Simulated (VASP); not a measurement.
# MgO (Fm-3m) in VASP: further runs

MgO is run at these levels: LDA; tasks: single point.

All numbers are computed with VASP 6.6.1; they aren't measurements. Logs are shortened: lines on timing, memory, paths and dates and some standing lists are left out, and cuts for length are marked.

**The experiment to reproduce.**

From “Electronic structure of alkaline earth and post-transition metal oxides”, 2009, arxiv:0908.1581, for a bulk crystal of MgO: band gap 7.83 eV.

The results are compared with them further down.

### 1 The cell of the first run

The structure is cubic, space group Fm-3m (No. 225). The conventional cell has a = 4.076 Å, b = 4.076 Å, c = 4.076 Å, α = 90.00°, β = 90.00°, γ = 90.00°. Within 2.7 Å of Mg (site symmetry m-3m) lie 6 O at 2.04 Å. O (site symmetry m-3m) has 6 Mg at 2.04 Å within 2.7 Å.

### 2 Single point, LDA (8.46 Å³/atom)

The input, INCAR:

```
ALGO = Normal
EDIFF = 1E-6
ENCUT = 840
GGA = CA
GGA_COMPAT = F
ISIF = 2
ISMEAR = 0
LASPH = T
LCHARG = F
LREAL = F
LWAVE = F
NBANDS = 15
NELM = 120
PREC = Accurate
SIGMA = 0.02
```

The input, KPOINTS:

```
k-points
0
Gamma
  10 10 10
```

The input, POSCAR:

```
MgO
1.0
    0.0000000000      2.0378774223      2.0378774223
    2.0378774223      0.0000000000      2.0378774223
    2.0378774223      2.0378774223      0.0000000000
Mg O
1 1
Direct
    0.0000000000      0.0000000000      0.0000000000
    0.5000000000      0.5000000000      0.5000000000
```

Potentials or basis: VASP PAW LDA potentials, release 64 (Mg_sv, O).

The run is started by

```
> cat potpaw_LDA.64/Mg_sv/POTCAR potpaw_LDA.64/O/POTCAR > POTCAR
> mpirun -np 1 vasp_std > vasp.out
```

OUTCAR:

```text
EDIFF = 1E-6
   ENCUT = 840
   GGA = CA
   ISIF = 2
   ISMEAR = 0
   LASPH = T
   LREAL = F
   NELM = 120
   PREC = Accurate

 ion  position               nearest neighbor table
   1  0.000  0.000  0.000-   2 2.04   2 2.04   2 2.04   2 2.04   2 2.04   2 2.04
   2  0.500  0.500  0.500-   1 2.04   1 2.04   1 2.04   1 2.04   1 2.04   1 2.04

  LATTYP: Found a face centered cubic cell.
 ALAT       =     4.0757548446

  Lattice vectors:

 A1 = (   0.0000000000,   2.0378774223,   2.0378774223)
 A2 = (   2.0378774223,   0.0000000000,   2.0378774223)
 A3 = (   2.0378774223,   2.0378774223,   0.0000000000)

Analysis of symmetry for initial positions (statically):
=====================================================================
 Subroutine PRICEL returns:
 Original cell was already a primitive cell.

 Routine SETGRP: Setting up the symmetry group for a
 face centered cubic supercell.

 Subroutine GETGRP returns: Found 48 space group operations
 (whereof 48 operations were pure point group operations)
 out of a pool of 48 trial point group operations.

The static configuration has the point symmetry O_h .

Analysis of symmetry for dynamics (positions and initial velocities):
=====================================================================
 Subroutine PRICEL returns:
 Original cell was already a primitive cell.

 Routine SETGRP: Setting up the symmetry group for a
 face centered cubic supercell.

 Subroutine GETGRP returns: Found 48 space group operations
 (whereof 48 operations were pure point group operations)
 out of a pool of 48 trial point group operations.

The dynamic configuration has the point symmetry O_h .

 Subroutine INISYM returns: Found 48 space group operations
 (whereof 48 operations are pure point group operations),
 and found     1 'primitive' translations

----------------------------------------------------------------------------------------

                                     Primitive cell

  volume of cell :      16.9264

  direct lattice vectors                    reciprocal lattice vectors
     0.000000000  2.037877422  2.037877422    -0.245353324  0.245353324  0.245353324
     2.037877422  0.000000000  2.037877422     0.245353324 -0.245353324  0.245353324
     2.037877422  2.037877422  0.000000000     0.245353324  0.245353324 -0.245353324

  length of vectors
     2.881993889  2.881993889  2.881993889     0.424964423  0.424964423  0.424964423

  position of ions in fractional coordinates (direct lattice)
     0.000000000  0.000000000  0.000000000
     0.500000000  0.500000000  0.500000000
[... 88 lines left out ...]
   NELECT =      16.0000    total number of electrons
   NUPDOWN=      -1.0000    fix difference up-down
   EMIN   =  10.00;   EMAX   =-10.00  energy-range for DOS
   EFERMI =   0.00;   METHOD = LEGACY
   ISMEAR =     0;   SIGMA  =   0.02  broadening in eV -4-tet -1-fermi 0-gaus
   EFERMI_NEDOS =   21; number of points for ismear=-14 and -15
   IALGO  =     38    algorithm
   IMIX   =      4    mixing-type and parameters
     AMIX     =   0.40;   BMIX     =  1.00
     AMIX_MAG =   1.60;   BMIX_MAG =  1.00
  volume/ion in A,a.u.               =       8.46        57.11
  Fermi-wavevector in a.u.,A,eV,Ry     =   1.606670  3.036167 35.121936  2.581389
  Thomas-Fermi vector in A             =   2.702821
   LORBIT       =      0    0 simple, 1 ext, 2 COOP (PROOUT), +10 PAW based schemes
   GGA     = CA    functional components
   LHFCALC =     F    Hartree Fock is set to
   AEXX    =    0.0000 exact exchange contribution
   IVDW    =     0    specifies the selected vdW correction
   LEPSILON=     F    determine dielectric tensor
   LRPA    =     F    only Hartree local field effects (RPA)
 non-spin polarized calculation
 Gauss-broadening in eV      SIGMA  =   0.02
  energy-cutoff  :      840.00
  volume of cell :       16.93
 maximum number of plane-waves:       960
   NGX = 13   NGY = 13   NGZ = 13

 number of electron      16.0000009 magnetization

 Free energy of the ion-electron system (eV)
  ---------------------------------------------------
  ext. energy  EPLUGINS =         0.00000000
  ---------------------------------------------------
  free energy    TOTEN  =       -13.18725516 eV

  energy without entropy =      -13.18725516  energy(sigma->0) =      -13.18725516

 E-fermi :   3.4216     XC(G=0): -12.4535

 val. band max:        3.3343666018   @ k =   0.0000   0.0000   0.0000
 cond. band min:       9.0229630629   @ k =   0.0000   0.0000   0.0000
 fundamental gap:      5.6885964611
 Fermi energy:         3.4215841172

 k-point     1 :       0.0000    0.0000    0.0000
  band No.  band energies     occupation
      1     -67.6979      2.00000
      2     -35.1441      2.00000
      3     -35.1441      2.00000
      4     -35.1441      2.00000
      5     -14.1932      2.00000
      6       3.3344      2.00000
      7       3.3344      2.00000
      8       3.3344      2.00000
      9       9.0230      0.00000
     10      19.3973      0.00000
     11      19.3973      0.00000
     12      19.3973      0.00000
     13      23.6955      0.00000
     14      25.4488      0.00000
[... 401 lines left out ...]
      2     -35.2389      2.00000
      3     -35.1815      2.00000
      4     -35.1776      2.00000
      5     -12.6444      2.00000
      6      -0.6107      2.00000
      7       1.8617      2.00000
      8       2.1120      2.00000
      9      13.3217      0.00000
     10      14.0118      0.00000
     11      17.7422      0.00000
     12      22.5148      0.00000
     13      22.7449      0.00000
     14      29.1148      0.00000
     15      32.0660      0.00000

 [... further k-points ...]

------------------------ aborting loop because EDIFF is reached ----------------------------------------

  FORCE on cell =-STRESS in cart. coord.  units (eV):
  Direction    XX          YY          ZZ          XY          YZ          ZX
  --------------------------------------------------------------------------------------
  -------------------------------------------------------------------------------------
  Total        1.3492185      1.3492185      1.3492185     -0.0000000     -0.0000000      0.0000000
  in kB      127.7111188    127.7111188    127.7111188     -0.0000000     -0.0000000      0.0000000
  external PRESSURE =     127.7111188 kB  Pullay stress =       0.0000000 kB

 VOLUME and BASIS-vectors are now :
 -----------------------------------------------------------------------------
  energy-cutoff  :      840.00
  volume of cell :       16.93
      direct lattice vectors                 reciprocal lattice vectors
     0.000000000  2.037877422  2.037877422    -0.245353324  0.245353324  0.245353324
     2.037877422  0.000000000  2.037877422     0.245353324 -0.245353324  0.245353324
     2.037877422  2.037877422  0.000000000     0.245353324  0.245353324 -0.245353324

 POSITION                                       TOTAL-FORCE (eV/Angst)
 -----------------------------------------------------------------------------------
      0.00000      0.00000      0.00000         0.000000      0.000000      0.000000
      2.03788      2.03788      2.03788        -0.000000     -0.000000     -0.000000
 -----------------------------------------------------------------------------------
    total drift:                                0.000000      0.000000      0.000000

  FREE ENERGIE OF THE ION-ELECTRON SYSTEM (eV)
  ---------------------------------------------------
  free  energy   TOTEN  =       -13.1872551555 eV

  energy  without entropy=      -13.1872551555  energy(sigma->0) =      -13.18725516
```

OSZICAR:

```text
N       E                     dE             d eps       ncg     rms          rms(c)
DAV:   1     0.162149467912E+03    0.16215E+03   -0.13731E+04  1410   0.182E+03
DAV:   2    -0.922796401373E+01   -0.17138E+03   -0.16312E+03  1634   0.452E+02
DAV:   3    -0.147670783196E+02   -0.55391E+01   -0.55112E+01  1820   0.778E+01
DAV:   4    -0.148529703019E+02   -0.85892E-01   -0.85882E-01  1627   0.958E+00
DAV:   5    -0.148541510159E+02   -0.11807E-02   -0.11807E-02  1816   0.947E-01    0.851E+00
DAV:   6    -0.132487979282E+02    0.16054E+01   -0.23687E+00  1522   0.153E+01    0.264E+00
DAV:   7    -0.132149740237E+02    0.33824E-01   -0.14638E-01  1704   0.343E+00    0.162E+00
DAV:   8    -0.131886383818E+02    0.26336E-01   -0.42607E-02  1725   0.208E+00    0.361E-01
DAV:   9    -0.131872258036E+02    0.14126E-02   -0.39062E-03  1543   0.573E-01    0.754E-02
DAV:  10    -0.131872604853E+02   -0.34682E-04   -0.14916E-04  1823   0.141E-01    0.299E-02
DAV:  11    -0.131872553134E+02    0.51719E-05   -0.75577E-06  1669   0.280E-02    0.540E-03
DAV:  12    -0.131872551555E+02    0.15793E-06   -0.15722E-07   978   0.475E-03
   1 F= -.13187255E+02 E0= -.13187255E+02  d E =-.186401E-12
```

stdout:

```text
POSCAR found type information on POSCAR MgO
 POSCAR found :  2 types and       2 ions
 scaLAPACK will be used
 LDA part: xc-table for (Slater(with rela. corr.)+CA(PZ))
 , standard interpolation
 POSCAR, INCAR and KPOINTS ok, starting setup
 FFT: planning ... GRIDC
 FFT: planning ... GRID_SOFT
 FFT: planning ... GRID
 WAVECAR not read
 entering main loop
```

Run time: 14 s. Hardware: 1 thread of AMD EPYC 7R13 (Zen 3), shared host; peak memory 0.12 GiB.

Results:

```
Free energy            : -13.1873 eV
Pressure               : 12.8 GPa
Band gap on the k mesh : 5.69 eV
```

Levels at points of the mesh, in eV from the valence-band top:
```tsv
k point	band 6	band 7	band 8	band 9	band 10	band 11
(0.00, 0.00, 0.00)	0.00	0.00	0.00	5.69	16.06	16.06
(0.50, 0.00, 0.00)	-5.15	-0.79	-0.79	8.37	13.54	17.03
(0.50, 0.50, 0.00)	-4.54	-1.51	-1.51	8.97	10.83	13.96
```

Caveat: the cell stands under pressure.

### 3 Single point, LDA

This run uses another cell than the first one, of 9.00 Å³/atom.

The input, INCAR:

```
SYSTEM = MgO
PREC = Accurate
ENCUT = 840
EDIFF = 1E-6
ISMEAR = 0
SIGMA = 0.02
LREAL = .FALSE.
LASPH = .TRUE.
NELM = 120
ALGO = Normal
ISIF = 2
LWAVE = .FALSE.
LCHARG = .FALSE.
GGA = CA
NBANDS = 15
GGA_COMPAT = .FALSE.
```

The input, KPOINTS:

```
Automatic mesh
0
G
  10 10 10
  0 0 0
```

The input, POSCAR:

```
MgO
1.0
    0.0000000000      2.0803453664      2.0803453664
    2.0803453664      0.0000000000      2.0803453664
    2.0803453664      2.0803453664      0.0000000000
Mg O
1 1
Direct
    0.0000000000      0.0000000000      0.0000000000
    0.5000000000      0.5000000000      0.5000000000
```

Potentials or basis: VASP PAW LDA potentials, release 64 (Mg_sv, O).

The run is started by

```
> cat potpaw_LDA.64/Mg_sv/POTCAR potpaw_LDA.64/O/POTCAR > POTCAR
> mpirun -np 1 vasp_std > vasp.out
```

Run time: 13 s. Hardware: 1 thread of AMD EPYC 7R13 (Zen 3), shared host; peak memory 0.12 GiB.

It converged, with:

```
Free energy            : -13.2335 eV
Pressure               : 0.4 GPa
Band gap on the k mesh : 5.03 eV
```

Levels at points of the mesh, in eV from the valence-band top:
```
           k point  band 6  band 7  band 8  band 9  band 10  band 11
(0.00, 0.00, 0.00)    0.00    0.00    0.00    5.03    15.73    15.73
(0.50, 0.00, 0.00)   -4.86   -0.71   -0.71    7.97    12.83    16.39
(0.50, 0.50, 0.00)   -4.27   -1.42   -1.42    8.93    10.13    13.29
```

### 4 How close it comes

Step 3. Measured gap of MgO: 7.83 eV (quoted in “Electronic structure of alkaline earth and post-transition metal oxides”, 2009, arxiv:0908.1581). This calculation gives 5.03 eV (-2.80 eV). The value is that of LDA, without temperature or zero-point motion. Semilocal functionals fall short of measured gaps as a rule.
